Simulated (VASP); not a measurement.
# Na (Im-3m) in VASP: a series of runs

Na is run at these levels: r2SCAN; tasks: single point.

Program: VASP 6.6.1. These are calculated values, not measurements. Logs are shortened: lines on timing, memory, paths and dates and some standing lists are left out, and cuts for length are marked.

## (1) The cell of the first run

Symmetry: Im-3m, No. 229, cubic system. The conventional cell has a = 3.974 Å, b = 3.974 Å, c = 3.974 Å, α = 90.00°, β = 90.00°, γ = 90.00°. Within 4.5 Å of Na (site symmetry m-3m) lie 14 Na at 3.44 to 3.97 Å.

## (2) Single point, r2SCAN

File POSCAR:

```
Na
1.0
   -1.9872026689      1.9872026689      1.9872026689
    1.9872026689     -1.9872026689      1.9872026689
    1.9872026689      1.9872026689     -1.9872026689
Na
1
Direct
    0.0000000000      0.0000000000      0.0000000000
```

File INCAR.step1:

```
ALGO = Normal
EDIFF = 1E-5
ENCUT = 550
GGA = PE
GGA_COMPAT = F
ISMEAR = -1
LASPH = T
LCHARG = F
LREAL = F
LWAVE = T
NBANDS = 10
NELM = 120
PREC = Accurate
SIGMA = 0.1
```

File INCAR.step2:

```
ALGO = Normal
EDIFF = 1E-6
ENCUT = 550
GGA_COMPAT = F
ISIF = 2
ISMEAR = -1
ISTART = 1
LASPH = T
LCHARG = F
LMIXTAU = T
LREAL = F
LWAVE = F
METAGGA = R2SCAN
NBANDS = 10
NELM = 120
PREC = Accurate
SIGMA = 0.1
```

File KPOINTS:

```
k-points
0
Gamma
  18 18 18
```

Potentials or basis: VASP PAW PBE potentials, release 64 (Na_pv).

Command:

```sh
$ cat potpaw_PBE.64/Na_pv/POTCAR > POTCAR
$ cp INCAR.step1 INCAR
$ mpirun -np 1 vasp_std > vasp.out
$ cp INCAR.step2 INCAR
$ mpirun -np 1 vasp_std > vasp.out
```

OUTCAR:

```text
EDIFF = 1E-6
   ENCUT = 550
   ISIF = 2
   ISMEAR = -1
   ISTART = 1
   LASPH = T
   LREAL = F
   METAGGA = R2SCAN
   NELM = 120
   PREC = Accurate

 ion  position               nearest neighbor table
   1  0.000  0.000  0.000-

  LATTYP: Found a body centered cubic cell.
 ALAT       =     3.9744053378

  Lattice vectors:

 A1 = (  -1.9872026689,   1.9872026689,   1.9872026689)
 A2 = (   1.9872026689,  -1.9872026689,   1.9872026689)
 A3 = (   1.9872026689,   1.9872026689,  -1.9872026689)

Analysis of symmetry for initial positions (statically):
=====================================================================
 Subroutine PRICEL returns:
 Original cell was already a primitive cell.

 Routine SETGRP: Setting up the symmetry group for a
 body centered cubic supercell.

 Subroutine GETGRP returns: Found 48 space group operations
 (whereof 48 operations were pure point group operations)
 out of a pool of 48 trial point group operations.

The static configuration has the point symmetry O_h .

Analysis of symmetry for dynamics (positions and initial velocities):
=====================================================================
 Subroutine PRICEL returns:
 Original cell was already a primitive cell.

 Routine SETGRP: Setting up the symmetry group for a
 body centered cubic supercell.

 Subroutine GETGRP returns: Found 48 space group operations
 (whereof 48 operations were pure point group operations)
 out of a pool of 48 trial point group operations.

The dynamic configuration has the point symmetry O_h .

 Subroutine INISYM returns: Found 48 space group operations
 (whereof 48 operations are pure point group operations),
 and found     1 'primitive' translations

----------------------------------------------------------------------------------------

                                     Primitive cell

  volume of cell :      31.3897

  direct lattice vectors                    reciprocal lattice vectors
    -1.987202669  1.987202669  1.987202669     0.000000000  0.251609968  0.251609968
     1.987202669 -1.987202669  1.987202669     0.251609968  0.000000000  0.251609968
     1.987202669  1.987202669 -1.987202669     0.251609968  0.251609968  0.000000000

  length of vectors
[... 80 lines left out ...]
   EDIFF  = 0.1E-05   stopping-criterion for ELM
   LREAL  =      F    real-space projection
   EDIFFG = 0.1E-04   stopping-criterion for IOM
   NSW    =      0    number of steps for IOM
   IBRION =     -1    ionic relax: 0-MD 1-quasi-New 2-CG
   NFREE  =      0    steps in history (QN), initial steepest desc. (CG)
   ISIF   =      2    stress and relaxation
   ISYM   =      2    0-nonsym 1-usesym 2-fastsym
   POTIM  = 0.5000    time-step for ionic-motion
   TEBEG  =    0.0;   TEEND  =   0.0 temperature during run
   PSTRESS=    0.0 pullay stress
   NELECT =       7.0000    total number of electrons
   NUPDOWN=      -1.0000    fix difference up-down
   EMIN   =  10.00;   EMAX   =-10.00  energy-range for DOS
   EFERMI =   0.00;   METHOD = LEGACY
   ISMEAR =    -1;   SIGMA  =   0.10  broadening in eV -4-tet -1-fermi 0-gaus
   EFERMI_NEDOS =   21; number of points for ismear=-14 and -15
   IALGO  =     38    algorithm
   IMIX   =      4    mixing-type and parameters
     AMIX     =   0.40;   BMIX     =  1.00
     AMIX_MAG =   1.60;   BMIX_MAG =  1.00
  volume/ion in A,a.u.               =      31.39       211.83
  Fermi-wavevector in a.u.,A,eV,Ry     =   0.992762  1.876049 13.409594  0.985577
  Thomas-Fermi vector in A             =   2.124597
   LORBIT       =      0    0 simple, 1 ext, 2 COOP (PROOUT), +10 PAW based schemes
   METAGGA = R2SCAN    functional components
   LHFCALC =     F    Hartree Fock is set to
   AEXX    =    0.0000 exact exchange contribution
   IVDW    =     0    specifies the selected vdW correction
   LEPSILON=     F    determine dielectric tensor
   LRPA    =     F    only Hartree local field effects (RPA)
 non-spin polarized calculation
  energy-cutoff  :      550.00
  volume of cell :       31.39
 maximum number of plane-waves:       947
   NGX = 13   NGY = 13   NGZ = 13

 number of electron       7.0000004 magnetization

 Free energy of the ion-electron system (eV)
  ---------------------------------------------------
  ext. energy  EPLUGINS =         0.00000000
  ---------------------------------------------------
  free energy    TOTEN  =        -3.53007218 eV

  energy without entropy =       -3.51681747  energy(sigma->0) =       -3.52344482

 E-fermi :   0.8715     XC(G=0):  -7.4118

 val. band max:        0.8060904534   @ k =  -0.3333   0.3333   0.2778
 cond. band min:       0.9131780923   @ k =   0.3333   0.1667   0.0000
 fundamental gap:      0.1070876388
 Fermi energy:         0.8714600022

 k-point     1 :       0.0000    0.0000    0.0000
  band No.  band energies     occupation
      1     -25.0194      2.00000
      2     -25.0194      2.00000
      3     -25.0194      2.00000
      4      -2.9947      2.00000
      5      14.4067      0.00000
      6      14.4067      0.00000
      7      14.4068      0.00000
      8      15.7376      0.00000
      9      15.7376      0.00000
     10      16.4147      0.00000
[... 287 lines left out ...]
 k-point    24 :       0.3889    0.1111    0.0000
  band No.  band energies     occupation
      1     -25.0795      2.00000
      2     -25.0416      2.00000
      3     -25.0223      2.00000
      4       1.1357      0.13290
      5       3.4341      0.00000
      6       8.5916      0.00000
      7      11.4387      0.00000
      8      13.0261      0.00000
      9      15.5356      0.00000
     10      18.2545      0.00000

 [... further k-points ...]

------------------------ aborting loop because EDIFF is reached ----------------------------------------

  FORCE on cell =-STRESS in cart. coord.  units (eV):
  Direction    XX          YY          ZZ          XY          YZ          ZX
  --------------------------------------------------------------------------------------
  -------------------------------------------------------------------------------------
  Total        0.4070069      0.4070069      0.4070069     -0.0000000      0.0000000     -0.0000000
  in kB       20.7742739     20.7742739     20.7742739     -0.0000000      0.0000000     -0.0000000
  external PRESSURE =      20.7742739 kB  Pullay stress =       0.0000000 kB

 VOLUME and BASIS-vectors are now :
 -----------------------------------------------------------------------------
  energy-cutoff  :      550.00
  volume of cell :       31.39
      direct lattice vectors                 reciprocal lattice vectors
    -1.987202669  1.987202669  1.987202669     0.000000000  0.251609968  0.251609968
     1.987202669 -1.987202669  1.987202669     0.251609968  0.000000000  0.251609968
     1.987202669  1.987202669 -1.987202669     0.251609968  0.251609968  0.000000000

 POSITION                                       TOTAL-FORCE (eV/Angst)
 -----------------------------------------------------------------------------------
      0.00000      0.00000      0.00000         0.000000      0.000000     -0.000000
 -----------------------------------------------------------------------------------
    total drift:                                0.000000     -0.000000      0.000000

  FREE ENERGIE OF THE ION-ELECTRON SYSTEM (eV)
  ---------------------------------------------------
  free  energy   TOTEN  =        -3.5300721810 eV

  energy  without entropy=       -3.5168174669  energy(sigma->0) =       -3.52344482
```

OSZICAR.step1:

```text
N       E                     dE             d eps       ncg     rms          rms(c)
DAV:   1     0.304472358537E+02    0.30447E+02   -0.39605E+03  3914   0.641E+02
DAV:   2    -0.623019002976E+00   -0.31070E+02   -0.30916E+02  4016   0.162E+02
DAV:   3    -0.128852195582E+01   -0.66550E+00   -0.66471E+00  4686   0.250E+01
DAV:   4    -0.129328085048E+01   -0.47589E-02   -0.47585E-02  4590   0.207E+00
DAV:   5    -0.129333932771E+01   -0.58477E-04   -0.58477E-04  4438   0.225E-01    0.225E-01
DAV:   6    -0.129249679147E+01    0.84254E-03   -0.52550E-04  4636   0.273E-01    0.148E-01
DAV:   7    -0.129191496546E+01    0.58183E-03   -0.10300E-03  4404   0.328E-01    0.173E-02
DAV:   8    -0.129191074048E+01    0.42250E-05   -0.42871E-05  4596   0.109E-01
   1 F= -.12919107E+01 E0= -.12849559E+01  d E =-.139097E-01
```

It took 5.7 min on 1 thread of Oxide Virtual Turin-like, shared host; peak memory 0.16 GiB.

What came out:

```yaml
Free_energy: -3.5301 eV
Pressure: 2.1 GPa
Band_gap_on_the_k_mesh: zero (an odd number of electrons rules out a gap without spin polarisation)
```

Caveat: the PAW data sets were made with another functional, which shifts forces and pressure a little.

## (3) Single point, r2SCAN

This run uses another cell than the first one, of 33.87 Å³/atom.

File POSCAR:

```
Na
1.0
   -2.0381640962      2.0381640962      2.0381640962
    2.0381640962     -2.0381640962      2.0381640962
    2.0381640962      2.0381640962     -2.0381640962
Na
1
Direct
    0.0000000000      0.0000000000      0.0000000000
```

File INCAR.step1:

```
ALGO = Normal
EDIFF = 1E-5
ENCUT = 550
GGA = PE
GGA_COMPAT = False
ISMEAR = -1
LASPH = True
LCHARG = False
LREAL = False
LWAVE = True
NBANDS = 10
NELM = 120
PREC = Accurate
SIGMA = 0.1
```

File INCAR.step2:

```
ALGO = Normal
EDIFF = 1E-6
ENCUT = 550
GGA_COMPAT = False
ISIF = 2
ISMEAR = -1
ISTART = 1
LASPH = True
LCHARG = False
LMIXTAU = True
LREAL = False
LWAVE = False
METAGGA = R2SCAN
NBANDS = 10
NELM = 120
PREC = Accurate
SIGMA = 0.1
```

KPOINTS is that of step 2.

Potentials or basis: VASP PAW PBE potentials, release 64 (Na_pv).

Command:

```sh
$ cat potpaw_PBE.64/Na_pv/POTCAR > POTCAR
$ cp INCAR.step1 INCAR
$ mpirun -np 1 vasp_std > vasp.out
$ cp INCAR.step2 INCAR
$ mpirun -np 1 vasp_std > vasp.out
```

It took 4.4 min on 1 thread of Oxide Virtual Turin-like, shared host; peak memory 0.16 GiB.

It converged, with:

- Free energy: -3.5515 eV
- Pressure: 1.0 GPa
- Band gap on the k mesh: zero (an odd number of electrons rules out a gap without spin polarisation)

Levels at points of the mesh, in eV from the Fermi level:
| k point | band 1 | band 2 | band 3 | band 4 | band 5 | band 6 |
| --- | --- | --- | --- | --- | --- | --- |
| (0.00, 0.00, 0.00) | -25.94 | -25.94 | -25.94 | -3.69 | 13.02 | 13.02 |
| (0.50, 0.00, 0.00) | -25.99 | -25.96 | -25.94 | 0.75 | 1.53 | 9.04 |
| (0.50, 0.50, 0.50) | -25.98 | -25.98 | -25.98 | 4.83 | 4.83 | 5.64 |

Caveat: the PAW data sets were made with another functional, which shifts forces and pressure a little.

## (4) Single point, r2SCAN

This run uses another cell than the first one, of 37.67 Å³/atom.

File POSCAR:

```
Na
1.0
   -2.1118449397      2.1118449397      2.1118449397
    2.1118449397     -2.1118449397      2.1118449397
    2.1118449397      2.1118449397     -2.1118449397
Na
1
Direct
    0.0000000000      0.0000000000      0.0000000000
```

File INCAR.step1:

```
SYSTEM = Na
PREC = Accurate
ENCUT = 550
ISMEAR = -1
SIGMA = 0.1
LREAL = .FALSE.
LASPH = .TRUE.
NELM = 120
NBANDS = 10
GGA = PE
ALGO = Normal
EDIFF = 1E-5
LWAVE = .TRUE.
LCHARG = .FALSE.
GGA_COMPAT = .FALSE.
```

File INCAR.step2:

```
SYSTEM = Na
PREC = Accurate
ENCUT = 550
EDIFF = 1E-6
ISMEAR = -1
SIGMA = 0.1
LREAL = .FALSE.
LASPH = .TRUE.
NELM = 120
ALGO = Normal
ISIF = 2
LWAVE = .FALSE.
LCHARG = .FALSE.
METAGGA = R2SCAN
LMIXTAU = .TRUE.
NBANDS = 10
ISTART = 1
GGA_COMPAT = .FALSE.
```

File KPOINTS:

```
Automatic mesh
0
G
  18 18 18
  0 0 0
```

Command:

```sh
$ cat potpaw_PBE.64/Na_pv/POTCAR > POTCAR
$ cp INCAR.step1 INCAR
$ mpirun -np 1 vasp_std > vasp.out
$ cp INCAR.step2 INCAR
$ mpirun -np 1 vasp_std > vasp.out
```

Run time: 4.9 min. Hardware: 1 thread of Oxide Virtual Turin-like, shared host; peak memory 0.16 GiB.

It converged, with:

```
Free energy            : -3.5623 eV
Pressure               : 0.1 GPa
Band gap on the k mesh : zero (an odd number of electrons rules out a gap without spin polarisation)
```

Levels at points of the mesh, in eV from the Fermi level:
| k point | band 1 | band 2 | band 3 | band 4 | band 5 | band 6 |
| --- | --- | --- | --- | --- | --- | --- |
| (0.00, 0.00, 0.00) | -26.03 | -26.03 | -26.03 | -3.46 | 12.31 | 12.31 |
| (0.50, 0.00, 0.00) | -26.06 | -26.04 | -26.03 | 0.72 | 1.41 | 8.59 |
| (0.50, 0.50, 0.50) | -26.05 | -26.05 | -26.05 | 4.67 | 4.67 | 5.24 |

Caveat: the PAW data sets were made with another functional, which shifts forces and pressure a little.

## (5) Overview

| cell | gap on the mesh (eV) | pressure (GPa) |
| --- | --- | --- |
| a = 3.442 Å, angles 109.5°, 1 atom | none | 2.1 |
| a = 3.530 Å, angles 109.5°, 1 atom | none | 1.0 |
| a = 3.658 Å, angles 109.5°, 1 atom | none | 0.1 |

Alike in all rows: task single point; level r2SCAN; potentials or basis VASP PAW PBE potentials, release 64 (Na_pv); no spin polarisation; k mesh 18 × 18 × 18; cutoff (eV) 550; smearing fermi-dirac 0.1 eV.

Caveats: the PAW data sets were made with another functional, which shifts forces and pressure a little.

Absolute energies hang on the potentials; compare differences alone.

The gap in the log of VASP goes by the Fermi energy; the results here count the filled bands.